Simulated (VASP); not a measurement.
# TaF4 (Ta(F)4) in VASP: single point with PBE

Aim: the single point of TaF4 (Ta(F)4) with PBE.

Program: VASP 6.6.1. These are calculated values, not measurements. Logs are shortened: lines on timing, memory, paths and dates and some standing lists are left out, and cuts for length are marked.

**1. The cell of the first run**

The cell holds a molecule in a box, 5 atoms: a = 12.510 Å, b = 12.510 Å, c = 10.290 Å, α = 90.00°, β = 90.00°, γ = 90.00°.

**2. Single point, PBE, collinear spin, ferromagnetic start**

INCAR

```
SYSTEM = TaF4
ALGO     = Normal         ! electronic algorithm
EDIFF    = 1E-6           ! SCF threshold, eV
ENCUT    = 520            ! plane-wave cutoff, eV
GGA      = PE             ! functional
ISIF     = 2              ! what is computed and relaxed
ISMEAR   = 0              ! smearing method
ISPIN    = 2              ! spin polarisation
LASPH    = .True.         ! aspherical terms in the spheres
LCHARG   = .False.        ! write CHGCAR
LMAXMIX  = 4              ! l up to which the mixer works
LORBIT   = 11             ! projections on sites
LREAL    = .False.        ! projectors in reciprocal space
LWAVE    = .False.        ! write WAVECAR
MAGMOM   = 1 0 0 0 0      ! initial moments
NBANDS   = 32             ! bands
NELM     = 150            ! most SCF steps
PREC     = Accurate       ! precision mode
SIGMA    = 0.01           ! smearing width, eV
```

KPOINTS

```
k-points
0
Gamma
  1 1 1
  0 0 0
```

POSCAR

```
TaF4
1.0
   12.5100000000      0.0000000000      0.0000000000
    0.0000000000     12.5100000000      0.0000000000
    0.0000000000      0.0000000000     10.2900000000
Ta F
1 4
Direct
    0.4999864100      0.4999864100      0.5001370300
    0.6402605900      0.4999864100      0.4373177800
    0.4999864100      0.6402605900      0.5629562700
    0.3597122300      0.4999864100      0.4373177800
    0.4999864100      0.3597122300      0.5629562700
```

Potentials or basis: VASP PAW PBE potentials, release 64 (Ta_pv, F).

On the command line:

```
$ cat potpaw_PBE.64/Ta_pv/POTCAR potpaw_PBE.64/F/POTCAR > POTCAR
$ mpirun -np 1 vasp_gam > vasp.out
```

OUTCAR:

```text
SYSTEM = TaF4
   EDIFF = 1E-6
   ENCUT = 520
   GGA = PE
   ISIF = 2
   ISMEAR = 0
   ISPIN = 2
   LASPH = .True.
   LORBIT = 11
   LREAL = .False.
   NELM = 150
   PREC = Accurate

 ion  position               nearest neighbor table
   1  0.500  0.500  0.500-   3 1.87   5 1.87   4 1.87   2 1.87
   2  0.640  0.500  0.437-   1 1.87
   3  0.500  0.640  0.563-   1 1.87
   4  0.360  0.500  0.437-   1 1.87
   5  0.500  0.360  0.563-   1 1.87

  LATTYP: Found a simple tetragonal cell.
 ALAT       =    12.5100000000
 C/A-ratio  =     0.8225419664

  Lattice vectors:

 A1 = (  12.5100000000,   0.0000000000,   0.0000000000)
 A2 = (   0.0000000000,  12.5100000000,   0.0000000000)
 A3 = (   0.0000000000,   0.0000000000,  10.2900000000)

Analysis of symmetry for initial positions (statically):
=====================================================================
 Subroutine PRICEL returns:
 Original cell was already a primitive cell.

 Routine SETGRP: Setting up the symmetry group for a
 simple tetragonal supercell.

 Subroutine GETGRP returns: Found  8 space group operations
 (whereof  1 operations were pure point group operations)
 out of a pool of 16 trial point group operations.

The static configuration has the point symmetry C_1 .
 The point group associated with its full space group is D_2d.

Analysis of symmetry for dynamics (positions and initial velocities):
=====================================================================
 Subroutine PRICEL returns:
 Original cell was already a primitive cell.

 Routine SETGRP: Setting up the symmetry group for a
 simple tetragonal supercell.

 Subroutine GETGRP returns: Found  8 space group operations
 (whereof  1 operations were pure point group operations)
 out of a pool of 16 trial point group operations.

The dynamic configuration has the point symmetry C_1 .
 The point group associated with its full space group is D_2d.

Analysis of structural, dynamic, and magnetic symmetry:
=====================================================================
 Subroutine PRICEL returns:
 Original cell was already a primitive cell.

 Routine SETGRP: Setting up the symmetry group for a
 simple tetragonal supercell.

 Subroutine GETGRP returns: Found  8 space group operations
 (whereof  1 operations were pure point group operations)
 out of a pool of 16 trial point group operations.

The overall configuration has the point symmetry C_1 .
 The point group associated with its full space group is D_2d.

 Subroutine INISYM returns: Found  8 space group operations
 (whereof  1 operations are pure point group operations),
 and found     1 'primitive' translations

----------------------------------------------------------------------------------------

                                     Primitive cell

  volume of cell :    1610.3860

  direct lattice vectors                    reciprocal lattice vectors
    12.510000000  0.000000000  0.000000000     0.079936051  0.000000000  0.000000000
     0.000000000 12.510000000  0.000000000     0.000000000  0.079936051  0.000000000
     0.000000000  0.000000000 10.290000000     0.000000000  0.000000000  0.097181730

  length of vectors
    12.510000000 12.510000000 10.290000000     0.079936051  0.079936051  0.097181730

  position of ions in fractional coordinates (direct lattice)
     0.499986410  0.499986410  0.500137030
     0.640260590  0.499986410  0.437317780
     0.499986410  0.640260590  0.562956270
     0.359712230  0.499986410  0.437317780
     0.499986410  0.359712230  0.562956270

  ion indices of the primitive-cell ions
   primitive index   ion index
                 1           1
                 2           2
                 3           3
                 4           4
                 5           5

----------------------------------------------------------------------------------------

 KPOINTS: k-points

Automatic generation of k-mesh.
 Grid dimensions read from file:
 generate k-points for:    1    1    1

 Generating k-lattice:

  Cartesian coordinates                     Fractional coordinates (reciprocal lattice)
     0.079936051  0.000000000  0.000000000     1.000000000  0.000000000  0.000000000
     0.000000000  0.079936051  0.000000000     0.000000000  1.000000000  0.000000000
     0.000000000  0.000000000  0.097181730     0.000000000  0.000000000  1.000000000

  Length of vectors
     0.079936051  0.079936051  0.097181730

  Shift w.r.t. Gamma in fractional coordinates (k-lattice)
     0.000000000  0.000000000  0.000000000

 Subroutine IBZKPT returns following result:
 ===========================================

 Found      1 irreducible k-points:

 Following reciprocal coordinates:
            Coordinates               Weight
  0.000000  0.000000  0.000000      1.000000
   k-points           NKPTS =      1   k-points in BZ     NKDIM =      1   number of bands    NBANDS=     32
   number of dos      NEDOS =    301   number of ions     NIONS =      5
   total plane-waves  NPLWV = 737280
   dimension x,y,z NGX =    96 NGY =   96 NGZ =   80
   dimension x,y,z NGXF=   192 NGYF=  192 NGZF=  160
   ions per type =               1   4
   NGX,Y,Z   is equivalent  to a cutoff of  12.76, 12.76, 12.92 a.u.
   NGXF,Y,Z  is equivalent  to a cutoff of  25.51, 25.51, 25.85 a.u.
 SYSTEM =  TaF4
   PREC   = accura    normal or accurate (medium, high low for compatibility)
   ISTART =      0    job   : 0-new  1-cont  2-samecut
   ICHARG =      2    charge: 1-file 2-atom 10-const
   ISPIN  =      2    spin polarized calculation?
   LNONCOLLINEAR =      F non collinear calculations
   LSORBIT =      F    spin-orbit coupling
   LASPH  =      T    aspherical Exc in radial PAW
   ENCUT  =  520.0 eV  38.22 Ry    6.18 a.u.  23.26 23.26 19.13*2*pi/ulx,y,z
   NELM   =    150;   NELMIN=  2; NELMDL= -5     # of ELM steps
   EDIFF  = 0.1E-05   stopping-criterion for ELM
   LREAL  =      F    real-space projection
   EDIFFG = 0.1E-04   stopping-criterion for IOM
   NSW    =      0    number of steps for IOM
   IBRION =     -1    ionic relax: 0-MD 1-quasi-New 2-CG
   NFREE  =      0    steps in history (QN), initial steepest desc. (CG)
   ISIF   =      2    stress and relaxation
   ISYM   =      2    0-nonsym 1-usesym 2-fastsym
   POTIM  = 0.5000    time-step for ionic-motion
   TEBEG  =    0.0;   TEEND  =   0.0 temperature during run
   PSTRESS=    0.0 pullay stress
   NELECT =      39.0000    total number of electrons
   NUPDOWN=      -1.0000    fix difference up-down
   EMIN   =  10.00;   EMAX   =-10.00  energy-range for DOS
   EFERMI =   0.00;   METHOD = LEGACY
   ISMEAR =     0;   SIGMA  =   0.01  broadening in eV -4-tet -1-fermi 0-gaus
   EFERMI_NEDOS =   21; number of points for ismear=-14 and -15
   IALGO  =     38    algorithm
   IMIX   =      4    mixing-type and parameters
     AMIX     =   0.40;   BMIX     =  1.00
     AMIX_MAG =   1.60;   BMIX_MAG =  1.00
  volume/ion in A,a.u.               =     322.08      2173.48
  Fermi-wavevector in a.u.,A,eV,Ry     =   0.473645  0.895059  3.052326  0.224340
  Thomas-Fermi vector in A             =   1.467508
   LORBIT       =     11    0 simple, 1 ext, 2 COOP (PROOUT), +10 PAW based schemes
   GGA     = PE    functional components
   LHFCALC =     F    Hartree Fock is set to
   AEXX    =    0.0000 exact exchange contribution
   IVDW    =     0    specifies the selected vdW correction
   LEPSILON=     F    determine dielectric tensor
   LRPA    =     F    only Hartree local field effects (RPA)
 spin polarized calculation
 Gauss-broadening in eV      SIGMA  =   0.01
  energy-cutoff  :      520.00
  volume of cell :     1610.39
 maximum number of plane-waves:     21678
 NGX is ok and might be reduce to    96
   NGX = 47   NGY = 47   NGZ = 39

 number of electron      39.0000007 magnetization       1.0000001

 Free energy of the ion-electron system (eV)
  ---------------------------------------------------
  ext. energy  EPLUGINS =         0.00000000
  ---------------------------------------------------
  free energy    TOTEN  =       -32.73611763 eV

  energy without entropy =      -32.73611763  energy(sigma->0) =      -32.73611763

 E-fermi :  -4.9854     XC(G=0):  -0.8317

 val. band max:       -5.0321485922   @ k =   0.0000   0.0000   0.0000
 cond. band min:      -3.4850116106   @ k =   0.0000   0.0000   0.0000
 fundamental gap:      1.5471369816
 Fermi energy:        -4.9853831952

 spin component 1

 k-point     1 :       0.0000    0.0000    0.0000
  band No.  band energies     occupation
      1     -42.0095      1.00000
      2     -42.0095      1.00000
      3     -41.6179      1.00000
      4     -29.6780      1.00000
      5     -29.4989      1.00000
      6     -28.9127      1.00000
[... 23 lines left out ...]
     30       0.9941      0.00000
     31       1.1047      0.00000
 Fermi energy:        -4.9853831952

 spin component 2

 k-point     1 :       0.0000    0.0000    0.0000
  band No.  band energies     occupation
      1     -41.7858      1.00000
      2     -41.7858      1.00000
      3     -40.9666      1.00000
      4     -29.6582      1.00000
      5     -29.4715      1.00000
      6     -28.8841      1.00000
[... 23 lines left out ...]
     30       1.2338      0.00000
     31       1.2497      0.00000
 [bands above 31 left out]

------------------------ aborting loop because EDIFF is reached ----------------------------------------

  FORCE on cell =-STRESS in cart. coord.  units (eV):
  Direction    XX          YY          ZZ          XY          YZ          ZX
  --------------------------------------------------------------------------------------
  -------------------------------------------------------------------------------------
  Total        0.6519142      0.6519142      0.0318406      0.0000000      0.0000000      0.0000000
  in kB        0.6485911      0.6485911      0.0316783      0.0000000      0.0000000      0.0000000
  external PRESSURE =       0.4429535 kB  Pullay stress =       0.0000000 kB

 VOLUME and BASIS-vectors are now :
 -----------------------------------------------------------------------------
  energy-cutoff  :      520.00
  volume of cell :     1610.39
      direct lattice vectors                 reciprocal lattice vectors
    12.510000000  0.000000000  0.000000000     0.079936051  0.000000000  0.000000000
     0.000000000 12.510000000  0.000000000     0.000000000  0.079936051  0.000000000
     0.000000000  0.000000000 10.290000000     0.000000000  0.000000000  0.097181730

 POSITION                                       TOTAL-FORCE (eV/Angst)
 -----------------------------------------------------------------------------------
      6.25483      6.25483      5.14641         0.000000     -0.000000      0.000000
      8.00966      6.25483      4.50000         0.236773     -0.000000     -0.083047
      6.25483      8.00966      5.79282         0.000000      0.236773      0.083047
      4.50000      6.25483      4.50000        -0.236773     -0.000000     -0.083047
      6.25483      4.50000      5.79282        -0.000000     -0.236773      0.083047
 -----------------------------------------------------------------------------------
    total drift:                               -0.000006     -0.000006      0.000497

  FREE ENERGIE OF THE ION-ELECTRON SYSTEM (eV)
  ---------------------------------------------------
  free  energy   TOTEN  =       -32.7361176342 eV

  energy  without entropy=      -32.7361176342  energy(sigma->0) =      -32.73611763

 total charge

# of ion       s       p       d       tot
------------------------------------------
    1        0.361   6.248   2.238   8.847
    2        1.748   4.332   0.000   6.080
    3        1.748   4.332   0.000   6.080
    4        1.748   4.332   0.000   6.080
    5        1.748   4.332   0.000   6.080
--------------------------------------------------
tot          7.353  23.577   2.238  33.168

 magnetization (x)

# of ion       s       p       d       tot
------------------------------------------
    1        0.085   0.001   0.517   0.603
    2        0.001   0.007   0.000   0.008
    3        0.001   0.007   0.000   0.008
    4        0.001   0.007   0.000   0.008
    5        0.001   0.007   0.000   0.008
--------------------------------------------------
tot          0.088   0.030   0.517   0.635
```

Wall time 6.4 min (1 thread of Intel Xeon Platinum 8488C (Sapphire Rapids), shared host); peak memory 1.7 GiB.

Results:

```yaml
Free_energy: -32.7361 eV
Largest_force: 0.251 eV/Å
Gap_between_the_frontier_levels: 1.55 eV
Net_moment: 1.00 μB per cell
Site_moments: Ta +0.60; F +0.01 μB
Valence_electrons_inside_the_program's_atomic_spheres: Ta 8.85; F 6.08
```

Forces on the atoms (eV/Å):
```
Ta   0.000  0.000  0.000
F    0.237  0.000 -0.083
F    0.000  0.237  0.083
F   -0.237  0.000 -0.083
F    0.000 -0.237  0.083
```

Levels at points of the mesh, in eV from the valence-band top:
Spin up:
```csv
k point,band 18,band 19,band 20,band 21,band 22,band 23
"(0.00, 0.00, 0.00)",-5.17,-4.95,0.00,2.33,2.33,2.45
```
Spin down:
| k point | band 16 | band 17 | band 18 | band 19 | band 20 | band 21 | band 22 | band 23 |
| --- | --- | --- | --- | --- | --- | --- | --- | --- |
| (0.00, 0.00, 0.00) | -5.45 | -5.14 | -5.14 | -4.95 | 1.55 | 2.62 | 2.76 | 2.76 |

Caveat: spin-orbit coupling is left out, which moves the levels of the heavy elements.
